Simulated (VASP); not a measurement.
Crystal: TiAl.

```
Ti Al
1.0
     2.86726    0.00000    0.00000
    -1.43363    2.48312    0.00000
     0.00000    0.00000    4.67808
Ti Al
1 1
Cartesian
  0.0000 0.0000 0.0000
  0.0000 1.6554 2.3390
```

| Item | Value |
| --- | --- |
| Program | VASP 6.6.1 |
| Task | relaxation of cell and atoms |
| Functional | RPBE |
| Potentials or basis | VASP PAW PBE potentials, release 64 (Ti_sv, Al) |
| Cutoff | 600 eV |
| k mesh | 11 × 11 × 6 |
| Occupations | fermi-dirac, width 0.05 eV |
| Spin | no spin polarisation |

At the start: pressure 2.6 GPa; volume 16.65 Å³/atom.

Question: How do energy, volume and symmetry change on relaxing?

Answer: Over 5 steps the energy falls by 4.8 meV/atom and the volume is 17.11 Å³/atom (+2.7 %); space group P-6m2 (No. 187, to 0.1 Å) before and after.

The path:
```
step  energy change (eV)  largest force (eV/Å)  pressure (GPa)  volume (Å³)
   1              0.0000                0.0000            2.63        33.31
   2             -0.0071                0.0000           -1.30        34.64
   3             -0.0084                0.0000           -0.25        34.25
   4             -0.0095                0.0000           -0.10        34.22
   5             -0.0097                0.0000           -0.01        34.21
```

Final structure:
```yaml
crystal:
  lattice:
    - [2.91021, 0.00000, 0.00000]
    - [-1.45510, 2.52032, 0.00000]
    - [0.00000, 0.00000, 4.66458]
  atoms:
    - { symbol: Ti, position: [0.00000, 0.00000, 0.00000] }
    - { symbol: Al, position: [0.33333, 0.66667, 0.50000] }
```

Caveat: the PAW data sets were made with another functional, which shifts forces and pressure a little.
